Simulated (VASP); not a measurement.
Here is a VASP 6.6.1 calculation.

Contents of INCAR:

```
  ALGO = Normal
  EDIFF = 1E-7
  ENCUT = 520
  ISIF = 2
  ISMEAR = -1
  LASPH = True
  LCHARG = False
  LREAL = False
  LWAVE = False
  NBANDS = 28
  NELM = 80
  PREC = Accurate
  SIGMA = 0.05
```

File KPOINTS:

```
k-points
0
Gamma
  6 6 6
```

POSCAR

```
BaTiO3
1.0
    2.7880977702      1.6097136864      2.2804118173
   -2.7880517918      1.6097064695      2.2803608063
    0.0000167392     -3.2193684363      2.2803498818
Ba Ti O
1 1 3
Direct
    0.0003738892      1.0003632492      0.0003603404
    0.5089311073      0.5089163201      0.5089099979
    0.4911499220      0.4911517927      0.9871194047
    0.4911437300      0.9871147838      0.4911538267
    0.9871013515      0.4911538442      0.4911564203
```

Potentials or basis: VASP PAW LDA potentials, release 64 (Ba_sv, Ti_sv, O).

Command:

```console
$ cat potpaw_LDA.64/Ba_sv/POTCAR potpaw_LDA.64/Ti_sv/POTCAR potpaw_LDA.64/O/POTCAR > POTCAR
$ mpirun -np 1 vasp_std > vasp.out
```

Question: What does it give for the pressure?

Answer: 2.4 GPa.

Question: Predict the band gap on the k mesh.

Answer: 2.07 eV, indirect (least direct gap 2.30 eV).

Forces on the atoms (eV/Å):
```
Ba   0.000  0.000 -0.033
Ti   0.000  0.000 -0.073
O    0.000 -0.029  0.035
O   -0.025  0.015  0.035
O    0.025  0.014  0.035
```

Caveat: spin-orbit coupling is left out, which moves the levels of the heavy elements. LDA gaps usually lie below the measured ones, often by a third to a half.
